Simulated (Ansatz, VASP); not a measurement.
**CuGe in VASP and in Ansatz**

```xyz
4
Lattice="1.6933 -4.4513 0.0000 1.6933 4.4513 0.0000 0.0000 0.0000 4.0883" Properties=species:S:1:pos:R:3 pbc="T T T"
Cu    1.6933   -0.7346    1.0221
Cu    1.6933    0.7346    3.0662
Ge    1.6933   -3.2265    1.0221
Ge    1.6933    3.2265    3.0662
```

Alike in both runs: functional PBE; k mesh 6 × 6 × 4; occupations gaussian, width 0.1 eV; no spin polarisation.

Ansatz relaxed the structure, and its values are those at the end. VASP's run is a single point on that final structure, the one shown.

```csv
,VASP,Ansatz
version,VASP 6.6.1,Ansatz 0.2.0
potentials or method,"VASP PAW PBE potentials, release 64 (Cu, Ge_d), cutoff 520 eV","scalar-relativistic, plane waves, PAW"
valence electrons in the cell,50,66
```

|  | VASP | Ansatz | Ansatz less VASP |
| --- | --- | --- | --- |
| gap on the k mesh at the Fermi level (eV) | none | none | - |
| pressure (GPa) | 0.3 | 0.0 | -0.27 |
| rms of the force components (eV/Å) | 0.007 | 0.003 | -0.0040 |

A gap of «none» marks a metal or a gap that the smearing closes. VASP's potentials hold 50 valence electrons a cell and Ansatz's 66, so a difference there can come from the potentials and not from the codes.

The k mesh is coarse, so the values compare programs but aren't converged.
